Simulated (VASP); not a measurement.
A run of VASP 6.6.1:

The input POSCAR:

```
Sn
1.0
    5.3875038159      0.0000000000      0.0000000000
   -2.6937519079      4.6657151675      0.0000000000
    0.0000000000      0.0000000000      3.3282346825
Sn
3
Direct
    0.0000000000      0.0000000000      0.0000000000
    0.3333333333      0.6666666667      0.5000000000
    0.6666666667      0.3333333333      0.5000000000
```

File INCAR.step1:

```
ALGO = Normal
EDIFF = 1E-6
ENCUT = 520
GGA = PE
ISIF = 2
ISMEAR = -1
LASPH = T
LCHARG = T
LREAL = F
LWAVE = F
NBANDS = 28
NELM = 100
PREC = Accurate
SIGMA = 0.1
```

Contents of KPOINTS.step1:

```
k-points
0
Gamma
  7 7 9
```

INCAR.step2

```
ALGO = Normal
EDIFF = 1E-6
ENCUT = 520
GGA = PE
ICHARG = 11
ISIF = 2
ISMEAR = -5
LASPH = T
LCHARG = F
LORBIT = 11
LREAL = F
LWAVE = F
NBANDS = 28
NEDOS = 1001
NELM = 100
PREC = Accurate
SIGMA = 0.1
```

KPOINTS.step2

```
k-points
0
Gamma
  11 11 14
```

Potentials or basis: VASP PAW PBE potentials, release 64 (Sn_d).

The run is started by

```console
$ cat potpaw_PBE.64/Sn_d/POTCAR > POTCAR
$ cp INCAR.step1 INCAR
$ cp KPOINTS.step1 KPOINTS
$ mpirun -np 1 vasp_std > vasp.out
$ cp INCAR.step2 INCAR
$ cp KPOINTS.step2 KPOINTS
$ mpirun -np 1 vasp_std > vasp.out
```

Hardware: 1 thread of AMD EPYC 7R13 (shared host).

Task: How long does it take, and how much memory?

Result: Run time: 7.7 min on 1 thread of AMD EPYC 7R13, with other jobs on the host, peak memory 0.32 GiB. Counts: k points 128.
